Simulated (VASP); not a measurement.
Input of a VASP 6.6.1 run:

INCAR

```
SYSTEM = TaN
PREC = Accurate ; ENCUT = 600
EDIFF = 1E-6 ; ISMEAR = -1
SIGMA = 0.025 ; LREAL = .FALSE.
LASPH = .TRUE. ; NELM = 100
ALGO = Normal ; ISIF = 3
LWAVE = .FALSE. ; LCHARG = .FALSE.
GGA = PS ; IBRION = 2
NSW = 100 ; EDIFFG = -0.002
```

File KPOINTS:

```
Automatic mesh
0
G
  12 12 12
  0 0 0
```

Contents of POSCAR:

```
TaN
1.0
    0.0000000000      2.1790000000      2.1790000000
    2.1790000000      0.0000000000      2.1790000000
    2.1790000000      2.1790000000      0.0000000000
Ta N
1 1
Direct
    0.5000000000      0.5000000000      0.5000000000
    0.0000000000      0.0000000000      0.0000000000
```

Potentials or basis: VASP PAW PBE potentials, release 64 (Ta_pv, N).

Command:

```sh
$ cat potpaw_PBE.64/Ta_pv/POTCAR potpaw_PBE.64/N/POTCAR > POTCAR
$ mpirun -np 1 vasp_std > vasp.out
```

Problem. Estimate the space group after relaxing (to 0.05 Å).

Solution. Fm-3m (No. 225).

Problem. What does it give for the relaxed volume?

Solution. 10.50 Å³/atom.

Problem. Estimate the band gap on the k mesh.

Solution. Zero (band 8 reaches 11.47 eV, above the bottom of band 9 at 7.36 eV).

Problem. Estimate the relaxed cell.

Solution. a = 3.097 Å, b = 3.097 Å, c = 3.097 Å, α = 60.00°, β = 60.00°, γ = 60.00°.

Final structure:
```cif
data_structure
_symmetry_space_group_name_H-M 'P 1'
_symmetry_Int_Tables_number 1
_cell_length_a 3.0967
_cell_length_b 3.0967
_cell_length_c 3.0967
_cell_angle_alpha 60.000
_cell_angle_beta 60.000
_cell_angle_gamma 60.000
_cell_volume 21.00
loop_
_atom_site_label
_atom_site_type_symbol
_atom_site_fract_x
_atom_site_fract_y
_atom_site_fract_z
_atom_site_occupancy
Ta1 Ta 0.50000 0.50000 0.50000 1
N1 N 0.00000 0.00000 0.00000 1
```

Caveat: the PAW data sets were made with another functional, which shifts forces and pressure a little; spin-orbit coupling is left out, which moves the levels of the heavy elements. Zero-point motion and thermal expansion aren't in these numbers.
